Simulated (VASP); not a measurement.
A run of VASP 6.6.1 is set up as follows.

INCAR

```
SYSTEM = Si
  ALGO = Normal
  EDIFF = 1E-6
  ENCUT = 520
  GGA = PE
  ISIF = 2
  ISMEAR = 0
  LASPH = .TRUE.
  LCHARG = .FALSE.
  LREAL = Auto
  LWAVE = .FALSE.
  NBANDS = 86
  NELM = 100
  PREC = Accurate
  SIGMA = 0.02
```

The input KPOINTS:

```
Automatic mesh
0
Gamma
  2 2 2
  0.5 0.5 0.5
```

File POSCAR:

```
Si
1.0
    5.4700936576     -5.4700936576      5.4700936576
   -5.4700936576      5.4700936576      5.4700936576
   -5.4700936576     -5.4700936576     -5.4700936576
Si
32
Direct
    0.2500000000      0.0000000000      0.5000000000
    0.5000000000      0.0000000000      0.2500000000
    0.7500000000      0.0000000000      0.0000000000
    0.0000000000      0.2500000000      0.5000000000
    0.2500000000      0.2500000000      0.2500000000
    0.0000000000      0.0000000000      0.7500000000
    0.7500000000      0.5000000000      0.5000000000
    0.5000000000      0.2500000000      0.0000000000
    0.7500000000      0.2500000000      0.7500000000
    0.0000000000      0.5000000000      0.2500000000
    0.5000000000      0.7500000000      0.5000000000
    0.2500000000      0.5000000000      0.0000000000
    0.7500000000      0.7500000000      0.2500000000
    0.5000000000      0.5000000000      0.7500000000
    0.0000000000      0.7500000000      0.0000000000
    0.2500000000      0.7500000000      0.7500000000
    0.2500000000      0.7500000000      0.0000000000
    0.5000000000      0.7500000000      0.7500000000
    0.7500000000      0.7500000000      0.5000000000
    0.0000000000      0.0000000000      1.0000000000
    0.2500000000      0.0000000000      0.7500000000
    0.0000000000      0.7500000000      0.2500000000
    0.7500000000      0.2500000000      0.0000000000
    0.5000000000      0.0000000000      0.5000000000
    0.7500000000      0.0000000000      0.2500000000
    0.0000000000      0.2500000000      0.7500000000
    0.5000000000      0.5000000000      0.0000000000
    0.2500000000      0.2500000000      0.5000000000
    0.7500000000      0.5000000000      0.7500000000
    0.5000000000      0.2500000000      0.2500000000
    0.0000000000      0.5000000000      0.5000000000
    0.2500000000      0.5000000000      0.2500000000
```

Potentials or basis: VASP PAW PBE potentials, release 64 (Si).

Run with:

```sh
$ cat potpaw_PBE.64/Si/POTCAR > POTCAR
$ mpirun -np 1 vasp_std > vasp.out
```

(1) What does it give for the band gap on the k mesh?

(2) What does it give for the pressure?

Results:

(1) 1.40 eV.

(2) -0.1 GPa.

Caveat: a shifted mesh leaves out Γ, where band edges can lie.
